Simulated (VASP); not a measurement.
## Se: single point with PBE

Se:

```
Se
1.0
     3.75239    0.00000    0.00000
    -1.87620    3.24967    0.00000
     0.00000    0.00000    9.63373
Se
4
Cartesian
  0.0000 2.1664 1.5510
  1.8762 1.0832 6.3679
  0.0000 2.1664 3.2658
  1.8762 1.0832 8.0827
```

This isn't the form of Se at room conditions, which is trigonal, of chains.

```json
{
  "Program": "VASP 6.6.1",
  "Task": "single point",
  "Functional": "PBE",
  "Potentials or basis": "VASP PAW PBE potentials, release 64 (Se)",
  "Cutoff": "520 eV",
  "k mesh": "6 × 6 × 2",
  "Occupations": "gaussian, width 0.1 eV",
  "Spin": "no spin polarisation"
}
```

| Quantity | Value |
| --- | --- |
| Pressure | 46.0 GPa |
| Largest force | 31.047 eV/Å |
| Band gap on the k mesh | zero (bands 12 and 13 overlap by 2.34 eV) |

Forces in eV/Å, atoms in the order of the input:
```
Se    0.000   0.000 -31.047
Se    0.000   0.000 -31.047
Se    0.000   0.000  31.047
Se    0.000   0.000  31.047
```

Stress tensor (GPa, compression positive):
```
 -4.57   0.00   0.00
  0.00  -4.57   0.00
  0.00   0.00 147.11
```

Levels at points of the mesh, in eV from the Fermi level:
```
           k point  band 9  band 10  band 11  band 12  band 13  band 14  band 15  band 16
(0.00, 0.00, 0.00)   -4.56    -4.51     1.11     1.11     1.48     1.48     2.87     3.19
(0.50, 0.00, 0.00)   -5.10    -4.59    -2.11    -1.46     0.21     1.00     3.43     4.02
(0.00, 0.00, 0.50)   -4.60    -4.60     1.29     1.29     1.29     1.29     3.02     3.02
(0.50, 0.00, 0.50)   -5.07    -5.07    -1.61    -1.61     0.58     0.58     3.63     3.63
```

It took 51 s on 1 thread of AMD EPYC 7R13, with other jobs on the host, peak memory 0.19 GiB.

Caveat: the stress differs along the axes, from -5 to 147 GPa; this functional lacks dispersion, which holds the molecules together, so the pressure and a relaxed volume are unreliable; this functional lacks dispersion, which binds layers or chains, so the pressure and a relaxed spacing across them are unreliable; forces of over 1 eV/Å act on the atoms, so gaps and moduli don't describe the material at rest.
